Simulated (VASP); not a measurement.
## Na4H: single point with PBE

System: Na4H, a slab with vacuum.

```
Na H
1.0
     7.26651    0.00000    0.00000
    -2.42217    6.85093    0.00000
     0.00000    0.00000   20.96654
Na H
8 2
Direct
  0.25000 0.25000 0.19078
  0.25000 0.75000 0.19078
  0.75000 0.25000 0.19078
  0.75000 0.75000 0.19078
  0.00000 0.00000 0.33227
  0.00000 0.50000 0.33227
  0.50000 0.00000 0.33227
  0.50000 0.50000 0.33227
  0.93676 0.75000 0.38426
  0.06324 0.75000 0.38426
```

```json
{
 "Program": "VASP 6.6.1",
 "Task": "single point",
 "Functional": "PBE",
 "Potentials or basis": "VASP PAW PBE potentials, release 64 (Na_pv, H)",
 "Cutoff": "520 eV",
 "k mesh": "4 × 4 × 1",
 "Occupations": "gaussian, width 0.1 eV",
 "Spin": "no spin polarisation",
 "Dipole correction": "yes",
 "Further INCAR settings": "ALGO = Normal; EDIFF = 1e-06; NBANDS = 40"
}
```

| Property | Result |
| --- | --- |
| Largest force | 1.941 eV/Å |
| Band gap on the k mesh | zero (bands 29 and 30 overlap by 0.64 eV) |

Forces in eV/Å, atoms in the order of the input:
```
Na   0.006  0.005  0.032
Na   0.023  0.003  0.018
Na  -0.006 -0.005  0.032
Na  -0.023 -0.003  0.018
Na  -0.091  0.508 -0.354
Na   0.091 -0.508 -0.354
Na   0.061 -0.012 -0.001
Na  -0.061  0.012 -0.001
H    1.860 -0.464  0.304
H   -1.860  0.464  0.304
```

Levels at points of the mesh, in eV from the Fermi level:
| k point | band 27 | band 28 | band 29 | band 30 | band 31 | band 32 |
| --- | --- | --- | --- | --- | --- | --- |
| (0.00, 0.00, 0.00) | -0.87 | -0.02 | 0.41 | 0.45 | 0.52 | 0.88 |
| (0.50, 0.00, 0.00) | -1.74 | -0.53 | -0.04 | 0.12 | 0.45 | 1.21 |
| (0.00, 0.50, 0.00) | -1.73 | -0.36 | -0.17 | 0.00 | 0.44 | 0.98 |
| (0.50, 0.50, 0.00) | -1.50 | -0.71 | -0.51 | -0.23 | 0.33 | 0.71 |

It took 6.6 min on 1 thread of Intel(R) Xeon(R) 6975P-C (Granite Rapids), with other jobs on the host, peak memory 1.1 GiB.
